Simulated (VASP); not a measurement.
Here is a VASP 6.6.1 calculation.

Contents of POSCAR:

```
Ge
1.0
    3.8757792410      0.0000000000      0.0000000000
   -1.9378896205      3.4603332806      0.0000000000
    0.0000000000      0.0000000000      6.6027109850
Ge
4
Direct
    0.6666666667      0.3333333333      0.0629814343
    0.3333333333      0.6666666667      0.5629814343
    0.6666666667      0.3333333333      0.4370185657
    0.3333333333      0.6666666667      0.9370185657
```

File INCAR.step1:

```
SYSTEM = Ge
  PREC = Accurate
  ENCUT = 520
  ISMEAR = 0
  SIGMA = 0.03
  LREAL = .FALSE.
  LASPH = .TRUE.
  NELM = 80
  NBANDS = 36
  GGA = PE
  ALGO = Normal
  EDIFF = 1E-4
  LWAVE = .TRUE.
  LCHARG = .FALSE.
```

Contents of INCAR.step2:

```
SYSTEM = Ge
  PREC = Accurate
  ENCUT = 520
  EDIFF = 1E-6
  ISMEAR = 0
  SIGMA = 0.03
  LREAL = .FALSE.
  LASPH = .TRUE.
  NELM = 80
  ALGO = Normal
  ISIF = 2
  LWAVE = .FALSE.
  LCHARG = .TRUE.
  METAGGA = R2SCAN
  LMIXTAU = .TRUE.
  LELF = .TRUE.
  LVHAR = .TRUE.
  NBANDS = 36
  ISTART = 1
```

KPOINTS

```
regular mesh
0
G
  12 12 6
  0 0 0
```

Potentials or basis: VASP PAW PBE potentials, release 64 (Ge_d).

Run with:

```console
$ cat potpaw_PBE.64/Ge_d/POTCAR > POTCAR
$ cp INCAR.step1 INCAR
$ mpirun -np 1 vasp_std > vasp.out
$ cp INCAR.step2 INCAR
$ mpirun -np 1 vasp_std > vasp.out
```

Task: Estimate the largest force.

Result: 0.298 eV/Å.

Task: Predict the pressure.

Result: 2.5 GPa.

Task: Predict the band gap on the k mesh.

Result: 0.21 eV.

Stress tensor (GPa, compression positive):
```
6.01 0.00 0.00
0.00 1.01 0.00
0.00 0.00 0.37
```

Caveat: the cell differs from its parent crystal (strain -0.0300 x Voigt [1, 0, 0, 0, 0, 0]); the PAW data sets were made with another functional, which shifts forces and pressure a little. A k mesh can miss the band edges.
